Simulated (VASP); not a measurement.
# CdTe (F-43m) in VASP: notebook

CdTe is run at these levels: PBE; tasks: single point.

Program: VASP 6.6.1. These are calculated values, not measurements. Logs are shortened: lines on timing, memory, paths and dates and some standing lists are left out, and cuts for length are marked.

## (1) The cell of the first run

The structure is cubic, space group F-43m (No. 216). Conventional cell: a = 6.322 Å, b = 6.322 Å, c = 6.322 Å, α = 90.00°, β = 90.00°, γ = 90.00°. Cd (site symmetry -43m) has 4 Te at 2.74 Å within 3.6 Å. Te (site symmetry -43m) has 4 Cd at 2.74 Å within 3.6 Å.

## (2) Single point, PBE (31.58 Å³/atom)

File INCAR:

```
SYSTEM = CdTe
  ALGO = Normal
  EDIFF = 1E-6
  ENCUT = 520
  GGA = PE
  ISIF = 2
  ISMEAR = -1
  LASPH = .True.
  LCHARG = .False.
  LREAL = .False.
  LWAVE = .False.
  NBANDS = 16
  NELM = 100
  PREC = Accurate
  SIGMA = 0.02
```

File KPOINTS:

```
k-points
0
Gamma
  12 12 12
  0 0 0
```

File POSCAR:

```
CdTe
1.0
    0.0000000000      3.1607953080      3.1607953080
    3.1607953080      0.0000000000      3.1607953080
    3.1607953080      3.1607953080      0.0000000000
Cd Te
1 1
Direct
    0.0000000000      0.0000000000      0.0000000000
    0.2500000000      0.2500000000      0.2500000000
```

Potentials or basis: VASP PAW PBE potentials, release 64 (Cd, Te).

Command:

```bash
cat potpaw_PBE.64/Cd/POTCAR potpaw_PBE.64/Te/POTCAR > POTCAR
mpirun -np 1 vasp_std > vasp.out
```

OUTCAR:

```text
SYSTEM = CdTe
   EDIFF = 1E-6
   ENCUT = 520
   GGA = PE
   ISIF = 2
   ISMEAR = -1
   LASPH = .True.
   LREAL = .False.
   NELM = 100
   PREC = Accurate

 ion  position               nearest neighbor table
   1  0.000  0.000  0.000-   2 2.74   2 2.74   2 2.74   2 2.74
   2  0.250  0.250  0.250-   1 2.74   1 2.74   1 2.74   1 2.74

  LATTYP: Found a face centered cubic cell.
 ALAT       =     6.3215906160

  Lattice vectors:

 A1 = (   0.0000000000,   3.1607953080,   3.1607953080)
 A2 = (   3.1607953080,   0.0000000000,   3.1607953080)
 A3 = (   3.1607953080,   3.1607953080,   0.0000000000)

Analysis of symmetry for initial positions (statically):
=====================================================================
 Subroutine PRICEL returns:
 Original cell was already a primitive cell.

 Routine SETGRP: Setting up the symmetry group for a
 face centered cubic supercell.

 Subroutine GETGRP returns: Found 24 space group operations
 (whereof 24 operations were pure point group operations)
 out of a pool of 48 trial point group operations.

The static configuration has the point symmetry T_d .

Analysis of symmetry for dynamics (positions and initial velocities):
=====================================================================
 Subroutine PRICEL returns:
 Original cell was already a primitive cell.

 Routine SETGRP: Setting up the symmetry group for a
 face centered cubic supercell.

 Subroutine GETGRP returns: Found 24 space group operations
 (whereof 24 operations were pure point group operations)
 out of a pool of 48 trial point group operations.

The dynamic configuration has the point symmetry T_d .

 Subroutine INISYM returns: Found 24 space group operations
 (whereof 24 operations are pure point group operations),
 and found     1 'primitive' translations

----------------------------------------------------------------------------------------

                                     Primitive cell

  volume of cell :      63.1567

  direct lattice vectors                    reciprocal lattice vectors
     0.000000000  3.160795308  3.160795308    -0.158188035  0.158188035  0.158188035
     3.160795308  0.000000000  3.160795308     0.158188035 -0.158188035  0.158188035
     3.160795308  3.160795308  0.000000000     0.158188035  0.158188035 -0.158188035

  length of vectors
     4.470039592  4.470039592  4.470039592     0.273989714  0.273989714  0.273989714

  position of ions in fractional coordinates (direct lattice)
     0.000000000  0.000000000  0.000000000
     0.250000000  0.250000000  0.250000000

  ion indices of the primitive-cell ions
   primitive index   ion index
                 1           1
                 2           2

----------------------------------------------------------------------------------------

 KPOINTS: k-points

Automatic generation of k-mesh.
 Grid dimensions read from file:
 generate k-points for:   12   12   12

 Generating k-lattice:

  Cartesian coordinates                     Fractional coordinates (reciprocal lattice)
    -0.013182336  0.013182336  0.013182336     0.083333333  0.000000000  0.000000000
     0.013182336 -0.013182336  0.013182336     0.000000000  0.083333333  0.000000000
     0.013182336  0.013182336 -0.013182336     0.000000000  0.000000000  0.083333333

  Length of vectors
     0.022832476  0.022832476  0.022832476

  Shift w.r.t. Gamma in fractional coordinates (k-lattice)
     0.000000000  0.000000000  0.000000000

 Subroutine IBZKPT returns following result:
 ===========================================

 Found     72 irreducible k-points:

 Following reciprocal coordinates:
            Coordinates               Weight
  0.000000  0.000000  0.000000      1.000000
  0.083333  0.000000  0.000000      8.000000
  0.166667  0.000000  0.000000      8.000000
  0.250000  0.000000  0.000000      8.000000
  0.333333  0.000000  0.000000      8.000000
  0.416667  0.000000  0.000000      8.000000
[... 16 lines left out ...]
  0.500000  0.166667  0.000000     24.000000
 -0.416667  0.166667  0.000000     24.000000
 [... further k-points ...]
   k-points           NKPTS =     72   k-points in BZ     NKDIM =     72   number of bands    NBANDS=     16
   number of dos      NEDOS =    301   number of ions     NIONS =      2
   total plane-waves  NPLWV =  46656
   dimension x,y,z NGX =    36 NGY =   36 NGZ =   36
   dimension x,y,z NGXF=    72 NGYF=   72 NGZF=   72
   ions per type =               1   1
   NGX,Y,Z   is equivalent  to a cutoff of  13.39, 13.39, 13.39 a.u.
   NGXF,Y,Z  is equivalent  to a cutoff of  26.78, 26.78, 26.78 a.u.
 SYSTEM =  CdTe
   PREC   = accura    normal or accurate (medium, high low for compatibility)
   ISTART =      0    job   : 0-new  1-cont  2-samecut
   ICHARG =      2    charge: 1-file 2-atom 10-const
   ISPIN  =      1    spin polarized calculation?
   LNONCOLLINEAR =      F non collinear calculations
   LSORBIT =      F    spin-orbit coupling
   LASPH  =      T    aspherical Exc in radial PAW
   ENCUT  =  520.0 eV  38.22 Ry    6.18 a.u.   8.31  8.31  8.31*2*pi/ulx,y,z
   NELM   =    100;   NELMIN=  2; NELMDL= -5     # of ELM steps
   EDIFF  = 0.1E-05   stopping-criterion for ELM
   LREAL  =      F    real-space projection
   EDIFFG = 0.1E-04   stopping-criterion for IOM
   NSW    =      0    number of steps for IOM
   IBRION =     -1    ionic relax: 0-MD 1-quasi-New 2-CG
   NFREE  =      0    steps in history (QN), initial steepest desc. (CG)
   ISIF   =      2    stress and relaxation
   ISYM   =      2    0-nonsym 1-usesym 2-fastsym
   POTIM  = 0.5000    time-step for ionic-motion
   TEBEG  =    0.0;   TEEND  =   0.0 temperature during run
   PSTRESS=    0.0 pullay stress
   NELECT =      18.0000    total number of electrons
   NUPDOWN=      -1.0000    fix difference up-down
   EMIN   =  10.00;   EMAX   =-10.00  energy-range for DOS
   EFERMI =   0.00;   METHOD = LEGACY
   ISMEAR =    -1;   SIGMA  =   0.02  broadening in eV -4-tet -1-fermi 0-gaus
   EFERMI_NEDOS =   21; number of points for ismear=-14 and -15
   IALGO  =     38    algorithm
   IMIX   =      4    mixing-type and parameters
     AMIX     =   0.40;   BMIX     =  1.00
     AMIX_MAG =   1.60;   BMIX_MAG =  1.00
  volume/ion in A,a.u.               =      31.58       213.10
  Fermi-wavevector in a.u.,A,eV,Ry     =   1.077356  2.035908 15.792232  1.160696
  Thomas-Fermi vector in A             =   2.213266
   LORBIT       =      0    0 simple, 1 ext, 2 COOP (PROOUT), +10 PAW based schemes
   GGA     = PE    functional components
   LHFCALC =     F    Hartree Fock is set to
   AEXX    =    0.0000 exact exchange contribution
   IVDW    =     0    specifies the selected vdW correction
   LEPSILON=     F    determine dielectric tensor
   LRPA    =     F    only Hartree local field effects (RPA)
 non-spin polarized calculation
  energy-cutoff  :      520.00
  volume of cell :       63.16
 maximum number of plane-waves:      1731
 NGX is ok and might be reduce to    36
   NGX = 17   NGY = 17   NGZ = 17

 number of electron      18.0000004 magnetization

 Free energy of the ion-electron system (eV)
  ---------------------------------------------------
  ext. energy  EPLUGINS =         0.00000000
  ---------------------------------------------------
  free energy    TOTEN  =        -4.63377586 eV

  energy without entropy =       -4.63377586  energy(sigma->0) =       -4.63377586

 E-fermi :   3.4511     XC(G=0):  -8.9217

 val. band max:        3.0608656205   @ k =   0.0000   0.0000   0.0000
 cond. band min:       4.0648212906   @ k =   0.0000   0.0000   0.0000
 fundamental gap:      1.0039556701
 Fermi energy:         3.4511398318

 k-point     1 :       0.0000    0.0000    0.0000
  band No.  band energies     occupation
      1      -8.5720      2.00000
      2      -5.5143      2.00000
      3      -5.5143      2.00000
      4      -5.5143      2.00000
      5      -5.1939      2.00000
      6      -5.1939      2.00000
[... 8 lines left out ...]
     15      12.5470      0.00000
     16      12.5470      0.00000

 k-point     2 :       0.0833    0.0000    0.0000
  band No.  band energies     occupation
      1      -8.5406      2.00000
      2      -5.5080      2.00000
      3      -5.5080      2.00000
      4      -5.4934      2.00000
      5      -5.1946      2.00000
      6      -5.1946      2.00000
[... 8 lines left out ...]
     15      12.0182      0.00000
     16      12.0182      0.00000

 k-point     3 :       0.1667    0.0000    0.0000
  band No.  band energies     occupation
      1      -8.4542      2.00000
      2      -5.4913      2.00000
      3      -5.4913      2.00000
      4      -5.4245      2.00000
      5      -5.1957      2.00000
      6      -5.1957      2.00000
[... 8 lines left out ...]
     15      11.5669      0.00000
     16      11.5753      0.00000

 k-point     4 :       0.2500    0.0000    0.0000
  band No.  band energies     occupation
      1      -8.3356      2.00000
      2      -5.4703      2.00000
      3      -5.4703      2.00000
      4      -5.2942      2.00000
      5      -5.1949      2.00000
      6      -5.1949      2.00000
[... 8 lines left out ...]
     15      11.5459      0.00000
     16      11.5459      0.00000
[... 324 lines left out ...]
 k-point    22 :       0.4167    0.1667    0.0000
  band No.  band energies     occupation
      1      -8.1248      2.00000
      2      -5.4268      2.00000
      3      -5.4088      2.00000
      4      -5.2356      2.00000
      5      -5.1763      2.00000
      6      -4.9358      2.00000
[... 8 lines left out ...]
     15      12.9701      0.00000
     16      13.5442      0.00000

 k-point    23 :       0.5000    0.1667    0.0000
  band No.  band energies     occupation
      1      -8.0672      2.00000
      2      -5.4203      2.00000
      3      -5.4039      2.00000
      4      -5.2162      2.00000
      5      -5.1796      2.00000
      6      -4.7527      2.00000
[... 8 lines left out ...]
     15      13.2892      0.00000
     16      13.6407      0.00000

 k-point    24 :      -0.4167    0.1667    0.0000
  band No.  band energies     occupation
      1      -8.0600      2.00000
      2      -5.4184      2.00000
      3      -5.4082      2.00000
      4      -5.2029      2.00000
      5      -5.1884      2.00000
      6      -4.7178      2.00000
[... 8 lines left out ...]
     15      12.5986      0.00000
     16      13.0561      0.00000

 [... further k-points ...]

------------------------ aborting loop because EDIFF is reached ----------------------------------------

  FORCE on cell =-STRESS in cart. coord.  units (eV):
  Direction    XX          YY          ZZ          XY          YZ          ZX
  --------------------------------------------------------------------------------------
  -------------------------------------------------------------------------------------
  Total        2.7176810      2.7176810      2.7176810      0.0000000      0.0000000     -0.0000000
  in kB       68.9429633     68.9429633     68.9429633      0.0000000      0.0000000     -0.0000000
  external PRESSURE =      68.9429633 kB  Pullay stress =       0.0000000 kB

 VOLUME and BASIS-vectors are now :
 -----------------------------------------------------------------------------
  energy-cutoff  :      520.00
  volume of cell :       63.16
      direct lattice vectors                 reciprocal lattice vectors
     0.000000000  3.160795308  3.160795308    -0.158188035  0.158188035  0.158188035
     3.160795308  0.000000000  3.160795308     0.158188035 -0.158188035  0.158188035
     3.160795308  3.160795308  0.000000000     0.158188035  0.158188035 -0.158188035

 POSITION                                       TOTAL-FORCE (eV/Angst)
 -----------------------------------------------------------------------------------
      0.00000      0.00000      0.00000        -0.000000     -0.000000     -0.000000
      1.58040      1.58040      1.58040         0.000000      0.000000      0.000000
 -----------------------------------------------------------------------------------
    total drift:                               -0.000000     -0.000000     -0.000000

  FREE ENERGIE OF THE ION-ELECTRON SYSTEM (eV)
  ---------------------------------------------------
  free  energy   TOTEN  =        -4.6337758641 eV

  energy  without entropy=       -4.6337758641  energy(sigma->0) =       -4.63377586
```

It took 26 s on 1 thread of Intel Xeon 6975P-C (Granite Rapids), shared host; peak memory 0.25 GiB.

What came out:

* Free energy: -4.6338 eV
* Pressure: 6.9 GPa
* Band gap on the k mesh: 1.00 eV

Caveat: the cell stands under pressure; spin-orbit coupling is left out, which moves the levels of the heavy elements.

## (3) Single point, PBE (32.20 Å³/atom)

This run uses another cell than the first one, of 32.20 Å³/atom.

INCAR, as its differences from that of step 2:

```diff
@@ -2,3 +2,3 @@
   ALGO = Normal
-  EDIFF = 1E-6
+  EDIFF = 1E-7
   ENCUT = 520
@@ -12,3 +12,3 @@
   NBANDS = 16
-  NELM = 100
+  NELM = 60
   PREC = Accurate
```

KPOINTS is that of step 2.

File POSCAR:

```
CdTe
1.0
    0.0000000000      3.1813205280      3.1813205280
    3.1813205280      0.0000000000      3.1813205280
    3.1813205280      3.1813205280      0.0000000000
Cd Te
1 1
Direct
    0.0000000000      0.0000000000      0.0000000000
    0.2500000000      0.2500000000      0.2500000000
```

Potentials or basis: VASP PAW PBE potentials, release 64 (Cd, Te).

Command:

```bash
cat potpaw_PBE.64/Cd/POTCAR potpaw_PBE.64/Te/POTCAR > POTCAR
mpirun -np 1 vasp_std > vasp.out
```

It took 31 s on 1 thread of Intel Xeon 6975P-C (Granite Rapids), shared host; peak memory 0.25 GiB.

Results (log left out):

```yaml
Free_energy: -4.6823 eV
Pressure: 5.7 GPa
Band_gap_on_the_k_mesh: 0.94 eV
```

Levels at points of the mesh, in eV from the valence-band top:
| k point | band 7 | band 8 | band 9 | band 10 | band 11 | band 12 |
| --- | --- | --- | --- | --- | --- | --- |
| (0.00, 0.00, 0.00) | 0.00 | 0.00 | 0.00 | 0.94 | 4.56 | 4.56 |
| (0.50, 0.00, 0.00) | -4.75 | -0.86 | -0.86 | 1.87 | 5.16 | 5.16 |
| (0.50, 0.50, 0.00) | -4.58 | -2.06 | -2.06 | 2.48 | 2.65 | 9.15 |

Caveat: the cell stands under pressure; spin-orbit coupling is left out, which moves the levels of the heavy elements.

## (4) Single point, PBE (32.82 Å³/atom)

This run uses another cell than the first one, of 32.82 Å³/atom.

File INCAR:

```
SYSTEM = CdTe
PREC = Accurate ; ENCUT = 520
EDIFF = 1E-6 ; ISMEAR = -1
SIGMA = 0.02 ; LREAL = .FALSE.
LASPH = .TRUE. ; NELM = 100
ALGO = Normal ; ISIF = 2
LWAVE = .FALSE. ; LCHARG = .FALSE.
GGA = PE ; NBANDS = 16
```

File KPOINTS:

```
Automatic mesh
0
G
  12 12 12
  0 0 0
```

File POSCAR:

```
CdTe
1.0
    0.0000000000      3.2015842624      3.2015842624
    3.2015842624      0.0000000000      3.2015842624
    3.2015842624      3.2015842624      0.0000000000
Cd Te
1 1
Direct
    0.0000000000      0.0000000000      0.0000000000
    0.2500000000      0.2500000000      0.2500000000
```

Command:

```bash
cat potpaw_PBE.64/Cd/POTCAR potpaw_PBE.64/Te/POTCAR > POTCAR
mpirun -np 1 vasp_std > vasp.out
```

Run time: 29 s. Hardware: 1 thread of Intel Xeon 6975P-C (Granite Rapids), shared host; peak memory 0.26 GiB.

Results (log left out):

- Free energy: -4.7218 eV
- Pressure: 4.6 GPa
- Band gap on the k mesh: 0.88 eV

Levels at points of the mesh, in eV from the valence-band top:
```tsv
k point	band 7	band 8	band 9	band 10	band 11	band 12
(0.00, 0.00, 0.00)	0.00	0.00	0.00	0.88	4.57	4.57
(0.50, 0.00, 0.00)	-4.64	-0.83	-0.83	1.85	5.17	5.17
(0.50, 0.50, 0.00)	-4.49	-1.99	-1.99	2.52	2.66	9.04
```

Caveat: the cell stands under pressure; spin-orbit coupling is left out, which moves the levels of the heavy elements.

## (5) The runs side by side

| cell | gap on the mesh (eV) | pressure (GPa) |
| --- | --- | --- |
| a = 4.470 Å, angles 60.0°, 2 atoms | 1.00 | 6.9 |
| a = 4.499 Å, angles 60.0°, 2 atoms | 0.94 | 5.7 |
| a = 4.528 Å, angles 60.0°, 2 atoms | 0.88 | 4.6 |

Alike in all rows: task single point; level PBE; potentials or basis VASP PAW PBE potentials, release 64 (Cd, Te); no spin polarisation; k mesh 12 × 12 × 12; cutoff (eV) 520; smearing fermi-dirac 0.02 eV.

Caveats: the cell stands under pressure; spin-orbit coupling is left out, which moves the levels of the heavy elements.

Absolute energies hang on the potentials; compare differences alone.
